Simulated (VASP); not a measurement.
KCl (Sylvite):

```xyz
2
Lattice="0.0000 3.1448 3.1448 3.2254 0.0000 3.1448 3.2254 3.1448 0.0000" Properties=species:S:1:pos:R:3 pbc="T T T"
K     0.0000    0.0000    0.0000
Cl    3.2254    3.1448    3.1448
```

This cell differs from its parent crystal: uniaxial x strain +2.6%.

Base run:

```yaml
Program: VASP 6.6.1
Functional: r2SCAN
Potentials_or_basis: VASP PAW PBE potentials, release 64 (K_sv, Cl)
Cutoff: 520 eV
k_mesh: 8 × 8 × 8
Occupations: gaussian, width 0.01 eV
Spin: no spin polarisation
```

Its results: band gap on the k mesh 5.74 eV, direct; pressure -0.4 GPa.

Q: The run is repeated on the same cell with these changes: functional from r2SCAN to PBE; occupations from gaussian, width 0.01 eV to fermi-dirac, width 0.02 eV. What comes out?

A: Band gap on the k mesh 5.10 eV, direct; pressure 0.4 GPa.

Caveats: the PAW data sets were made with another functional, which shifts forces and pressure a little (some runs).

A k mesh can miss the band edges.
